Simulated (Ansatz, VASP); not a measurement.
# FeSi: VASP beside Ansatz

```
CELL_PARAMETERS angstrom
0.00000 2.66617 2.66617
2.66617 0.00000 2.66617
2.66617 2.66617 0.00000
ATOMIC_POSITIONS crystal
Fe 0.00000 0.00000 0.00000
Si 0.25000 0.25000 0.25000
```

Alike in both runs: functional r2SCAN; k mesh 12 × 12 × 12; occupations fermi-dirac, width 0.05 eV; collinear spin.

Ansatz relaxed the structure, and its values are those at the end. VASP's run is a single point on that final structure, the one shown.

```csv
,VASP,Ansatz
version,VASP 6.6.1,Ansatz 0.2.0
potentials or method,"VASP PAW PBE potentials, release 64 (Fe, Si)","PAW with Ansatz's default frozen-core files, scalar-relativistic"
plane-wave cutoff (eV),520,500
valence electrons in the cell,12,20
```

```tsv
	VASP	Ansatz	Ansatz less VASP
pressure (GPa)	-0.2	0.0	+0.20
net moment per atom (μB)	1.14	1.14	+0.008
size of the moment on the site where the two differ most (μB)	2.52	2.44	-0.075
```

VASP's potentials were made for PBE, not for r2SCAN. Site moments also hang on the region over which each program counts them. VASP's potentials hold 12 valence electrons a cell and Ansatz's 20, so a difference there can come from the potentials and not from the codes.
